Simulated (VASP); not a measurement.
# TiB2 (P6/mmm) in VASP: further runs, part 3 of 3

VASP 6.6.1. The steps go on from the part before.

## (4) Single point, LDA

This run uses another cell than the first one, of 8.01 Å³/atom, 0.980 times its volume.

The input, INCAR:

```
ALGO = Normal
EDIFF = 1E-6
ENCUT = 500
GGA = CA
GGA_COMPAT = False
ISIF = 2
ISMEAR = 0
LASPH = True
LCHARG = False
LREAL = False
LWAVE = False
NBANDS = 16
NELM = 120
PREC = Accurate
SIGMA = 0.05
```

The input, KPOINTS:

```
k-points
0
Gamma
  9 9 7
```

The input, POSCAR:

```
TiB2
1.0
    2.9759055654      0.0000000000      0.0000000000
   -1.4879527827      2.5772098189      0.0000000000
    0.0000000000      0.0000000000      3.1327581623
Ti B
1 2
Direct
    0.0000000000      0.0000000000      0.0000000000
    0.3333333333      0.6666666667      0.5000000000
    0.6666666667      0.3333333333      0.5000000000
```

Potentials or basis: VASP PAW LDA potentials, release 64 (Ti_sv, B).

Run with:

```
$ cat potpaw_LDA.64/Ti_sv/POTCAR potpaw_LDA.64/B/POTCAR > POTCAR
$ mpirun -np 1 vasp_std > vasp.out
```

OUTCAR:

```text
EDIFF = 1E-6
   ENCUT = 500
   GGA = CA
   ISIF = 2
   ISMEAR = 0
   LASPH = True
   LREAL = False
   NELM = 120
   PREC = Accurate

 ion  position               nearest neighbor table
   1  0.000  0.000  0.000-   2 2.32   3 2.32   2 2.32   3 2.32   3 2.32   3 2.32   2 2.32   2 2.32
                             3 2.32   3 2.32   2 2.32   2 2.32
   2  0.333  0.667  0.500-   3 1.72   3 1.72   3 1.72   1 2.32   1 2.32   1 2.32   1 2.32   1 2.32
                             1 2.32
   3  0.667  0.333  0.500-   2 1.72   2 1.72   2 1.72   1 2.32   1 2.32   1 2.32   1 2.32   1 2.32
                             1 2.32

  LATTYP: Found a hexagonal cell.
 ALAT       =     2.9759055654
 C/A-ratio  =     1.0527075183

  Lattice vectors:

 A1 = (   2.9759055654,   0.0000000000,   0.0000000000)
 A2 = (  -1.4879527827,   2.5772098189,   0.0000000000)
 A3 = (   0.0000000000,   0.0000000000,   3.1327581623)

Analysis of symmetry for initial positions (statically):
=====================================================================
 Subroutine PRICEL returns:
 Original cell was already a primitive cell.

 Routine SETGRP: Setting up the symmetry group for a
 hexagonal supercell.

 Subroutine GETGRP returns: Found 24 space group operations
 (whereof 24 operations were pure point group operations)
 out of a pool of 24 trial point group operations.

The static configuration has the point symmetry D_6h.

Analysis of symmetry for dynamics (positions and initial velocities):
=====================================================================
 Subroutine PRICEL returns:
 Original cell was already a primitive cell.

 Routine SETGRP: Setting up the symmetry group for a
 hexagonal supercell.

 Subroutine GETGRP returns: Found 24 space group operations
 (whereof 24 operations were pure point group operations)
 out of a pool of 24 trial point group operations.

The dynamic configuration has the point symmetry D_6h.

 Subroutine INISYM returns: Found 24 space group operations
 (whereof 24 operations are pure point group operations),
 and found     1 'primitive' translations

----------------------------------------------------------------------------------------

                                     Primitive cell

  volume of cell :      24.0268

  direct lattice vectors                    reciprocal lattice vectors
     2.975905565  0.000000000  0.000000000     0.336032168  0.194008263  0.000000000
    -1.487952783  2.577209819  0.000000000     0.000000000  0.388016526  0.000000000
     0.000000000  0.000000000  3.132758162     0.000000000  0.000000000  0.319207532

  length of vectors
     2.975905565  2.975905565  3.132758162     0.388016526  0.388016526  0.319207532

  position of ions in fractional coordinates (direct lattice)
     0.000000000  0.000000000  0.000000000
     0.333333333  0.666666667  0.500000000
     0.666666667  0.333333333  0.500000000

  ion indices of the primitive-cell ions
   primitive index   ion index
                 1           1
                 2           2
[... 21 lines left out ...]
     0.000000000  0.000000000  0.000000000

 Subroutine IBZKPT returns following result:
 ===========================================

 Found     48 irreducible k-points:

 Following reciprocal coordinates:
            Coordinates               Weight
  0.000000  0.000000  0.000000      1.000000
  0.111111 -0.000000  0.000000      6.000000
  0.222222  0.000000  0.000000      6.000000
  0.333333  0.000000  0.000000      6.000000
  0.444444  0.000000  0.000000      6.000000
  0.111111  0.111111  0.000000      6.000000
[... 16 lines left out ...]
  0.333333  0.222222  0.142857     24.000000
  0.333333  0.333333  0.142857      4.000000
 [... further k-points ...]
   k-points           NKPTS =     48   k-points in BZ     NKDIM =     48   number of bands    NBANDS=     16
   number of dos      NEDOS =    301   number of ions     NIONS =      3
   total plane-waves  NPLWV =  13824
   dimension x,y,z NGX =    24 NGY =   24 NGZ =   24
   dimension x,y,z NGXF=    48 NGYF=   48 NGZF=   48
   ions per type =               1   2
   NGX,Y,Z   is equivalent  to a cutoff of  13.41, 13.41, 12.74 a.u.
   NGXF,Y,Z  is equivalent  to a cutoff of  26.81, 26.81, 25.47 a.u.
 SYSTEM =  unknown system
   PREC   = accura    normal or accurate (medium, high low for compatibility)
   ISTART =      0    job   : 0-new  1-cont  2-samecut
   ICHARG =      2    charge: 1-file 2-atom 10-const
   ISPIN  =      1    spin polarized calculation?
   LNONCOLLINEAR =      F non collinear calculations
   LSORBIT =      F    spin-orbit coupling
   LASPH  =      T    aspherical Exc in radial PAW
   ENCUT  =  500.0 eV  36.75 Ry    6.06 a.u.   5.43  5.43  5.71*2*pi/ulx,y,z
   NELM   =    120;   NELMIN=  2; NELMDL= -5     # of ELM steps
   EDIFF  = 0.1E-05   stopping-criterion for ELM
   LREAL  =      F    real-space projection
   EDIFFG = 0.1E-04   stopping-criterion for IOM
   NSW    =      0    number of steps for IOM
   IBRION =     -1    ionic relax: 0-MD 1-quasi-New 2-CG
   NFREE  =      0    steps in history (QN), initial steepest desc. (CG)
   ISIF   =      2    stress and relaxation
   ISYM   =      2    0-nonsym 1-usesym 2-fastsym
   POTIM  = 0.5000    time-step for ionic-motion
   TEBEG  =    0.0;   TEEND  =   0.0 temperature during run
   PSTRESS=    0.0 pullay stress
   NELECT =      18.0000    total number of electrons
   NUPDOWN=      -1.0000    fix difference up-down
   EMIN   =  10.00;   EMAX   =-10.00  energy-range for DOS
   EFERMI =   0.00;   METHOD = LEGACY
   ISMEAR =     0;   SIGMA  =   0.05  broadening in eV -4-tet -1-fermi 0-gaus
   EFERMI_NEDOS =   21; number of points for ismear=-14 and -15
   IALGO  =     38    algorithm
   IMIX   =      4    mixing-type and parameters
     AMIX     =   0.40;   BMIX     =  1.00
     AMIX_MAG =   1.60;   BMIX_MAG =  1.00
  volume/ion in A,a.u.               =       8.01        54.05
  Fermi-wavevector in a.u.,A,eV,Ry     =   1.486850  2.809739 30.078699  2.210722
  Thomas-Fermi vector in A             =   2.600084
   LORBIT       =      0    0 simple, 1 ext, 2 COOP (PROOUT), +10 PAW based schemes
   GGA     = CA    functional components
   LHFCALC =     F    Hartree Fock is set to
   AEXX    =    0.0000 exact exchange contribution
   IVDW    =     0    specifies the selected vdW correction
   LEPSILON=     F    determine dielectric tensor
   LRPA    =     F    only Hartree local field effects (RPA)
 non-spin polarized calculation
 Gauss-broadening in eV      SIGMA  =   0.05
  energy-cutoff  :      500.00
  volume of cell :       24.03
 maximum number of plane-waves:       626
 NGX is ok and might be reduce to    24
   NGX = 11   NGY = 11   NGZ = 11

 number of electron      18.0000003 magnetization

 Free energy of the ion-electron system (eV)
  ---------------------------------------------------
  ext. energy  EPLUGINS =         0.00000000
  ---------------------------------------------------
  free energy    TOTEN  =       -26.91092351 eV

  energy without entropy =      -26.91092348  energy(sigma->0) =      -26.91092349

 E-fermi :  10.6948     XC(G=0): -13.2724

 val. band max:       10.5302409271   @ k =   0.1111  -0.0000   0.4286
 cond. band min:      10.8561399509   @ k =   0.2222   0.2222   0.0000
 fundamental gap:      0.3258990238
 Fermi energy:        10.6948230399

 k-point     1 :       0.0000    0.0000    0.0000
  band No.  band energies     occupation
      1     -45.3991      2.00000
      2     -22.1505      2.00000
      3     -21.7931      2.00000
      4     -21.7931      2.00000
      5      -2.9608      2.00000
      6       7.8507      2.00000
[... 433 lines left out ...]
      3     -22.1425      2.00000
      4     -22.0971      2.00000
      5       2.3005      2.00000
      6       2.3005      2.00000
[... 8 lines left out ...]
     15      21.8823      0.00000
     16      21.8823      0.00000

 [... further k-points ...]

------------------------ aborting loop because EDIFF is reached ----------------------------------------

  FORCE on cell =-STRESS in cart. coord.  units (eV):
  Direction    XX          YY          ZZ          XY          YZ          ZX
  --------------------------------------------------------------------------------------
  -------------------------------------------------------------------------------------
  Total        1.0402440      1.0402440      0.8687479      0.0000000     -0.0000000      0.0000000
  in kB       69.3665374     69.3665374     57.9306681      0.0000000     -0.0000000      0.0000000
  external PRESSURE =      65.5545810 kB  Pullay stress =       0.0000000 kB

 VOLUME and BASIS-vectors are now :
 -----------------------------------------------------------------------------
  energy-cutoff  :      500.00
  volume of cell :       24.03
      direct lattice vectors                 reciprocal lattice vectors
     2.975905565  0.000000000  0.000000000     0.336032168  0.194008263  0.000000000
    -1.487952783  2.577209819  0.000000000     0.000000000  0.388016526  0.000000000
     0.000000000  0.000000000  3.132758162     0.000000000  0.000000000  0.319207532

 POSITION                                       TOTAL-FORCE (eV/Angst)
 -----------------------------------------------------------------------------------
      0.00000      0.00000      0.00000         0.000000      0.000000      0.000000
     -0.00000      1.71814      1.56638         0.000000      0.000000      0.000000
      1.48795      0.85907      1.56638        -0.000000     -0.000000      0.000000
 -----------------------------------------------------------------------------------
    total drift:                               -0.000000      0.000000      0.000000

  FREE ENERGIE OF THE ION-ELECTRON SYSTEM (eV)
  ---------------------------------------------------
  free  energy   TOTEN  =       -26.9109235054 eV

  energy  without entropy=      -26.9109234819  energy(sigma->0) =      -26.91092349
```

It took 6.2 s on 1 thread of Intel Xeon 6975P-C (Granite Rapids), shared host; peak memory 0.13 GiB.

What came out:

* Free energy: -26.9109 eV
* Pressure: 6.6 GPa
* Band gap on the k mesh: zero (band 9 reaches 11.06 eV, above the bottom of band 10 at 10.47 eV)

Stress tensor (GPa, compression positive):
```
6.94 0.00 0.00
0.00 6.94 0.00
0.00 0.00 5.79
```

Levels at points of the mesh, in eV from the Fermi level:
```
           k point  band 5  band 6  band 7  band 8  band 9  band 10  band 11  band 12  band 13  band 14
(0.00, 0.00, 0.00)  -13.66   -2.84   -2.84   -2.28   -2.16     2.05     2.05     4.01     4.01     5.97
```

## (5) Single point, LDA

This run uses another cell than the first one, of 8.34 Å³/atom, 1.020 times its volume.

The input, INCAR:

```
PREC     = Accurate       # precision mode
ENCUT    = 500            # plane-wave cutoff, eV
EDIFF    = 1E-6           # SCF threshold, eV
ISMEAR   = 0              # smearing method
SIGMA    = 0.05           # smearing width, eV
LREAL    = False          # projectors in reciprocal space
LASPH    = True           # aspherical terms in the spheres
NELM     = 120            # most SCF steps
ALGO     = Normal         # electronic algorithm
ISIF     = 2              # what is computed and relaxed
LWAVE    = False          # write WAVECAR
LCHARG   = False          # write CHGCAR
NBANDS   = 16             # bands
GGA_COMPAT= False
```

The input, KPOINTS:

```
regular mesh
0
Gamma
  9 9 7
```

The input, POSCAR:

```
TiB2
1.0
    3.0158553736      0.0000000000      0.0000000000
   -1.5079276868      2.6118073677      0.0000000000
    0.0000000000      0.0000000000      3.1748136258
Ti B
1 2
Direct
    0.0000000000      0.0000000000      0.0000000000
    0.3333333333      0.6666666667      0.5000000000
    0.6666666667      0.3333333333      0.5000000000
```

Run with:

```
$ cat potpaw_LDA.64/Ti_sv/POTCAR potpaw_LDA.64/B/POTCAR > POTCAR
$ mpirun -np 1 vasp_std > vasp.out
```

It took 6.6 s on 1 thread of Intel Xeon 6975P-C (Granite Rapids), shared host; peak memory 0.13 GiB.

Results (log left out):

- Free energy: -26.9157 eV
- Pressure: -4.8 GPa
- Band gap on the k mesh: zero (band 9 reaches 10.57 eV, above the bottom of band 10 at 10.02 eV)

Stress tensor (GPa, compression positive):
```
-5.14  0.00  0.00
 0.00 -5.14  0.00
 0.00  0.00 -4.08
```

Levels at points of the mesh, in eV from the Fermi level:
| k point | band 7 | band 8 | band 9 | band 10 | band 11 | band 12 |
| --- | --- | --- | --- | --- | --- | --- |
| (0.00, 0.00, 0.00) | -2.75 | -2.17 | -2.15 | 1.93 | 1.93 | 3.81 |

## (6) Overview

| cell | gap on the mesh (eV) | pressure (GPa) |
| --- | --- | --- |
| a = 2.996, b = 2.996, c = 3.154 Å, angles 90.0, 90.0, 120.0°, 3 atoms | none | 0.6 |
| a = 2.976, b = 2.976, c = 3.133 Å, angles 90.0, 90.0, 120.0°, 3 atoms | none | 6.6 |
| a = 3.016, b = 3.016, c = 3.175 Å, angles 90.0, 90.0, 120.0°, 3 atoms | none | -4.8 |

Alike in all rows: task single point; level LDA; potentials or basis VASP PAW LDA potentials, release 64 (Ti_sv, B); no spin polarisation; k mesh 9 × 9 × 7; cutoff (eV) 500; smearing gaussian 0.05 eV.

Total energies depend on the potentials used, so only differences within one code and one set of settings carry meaning.
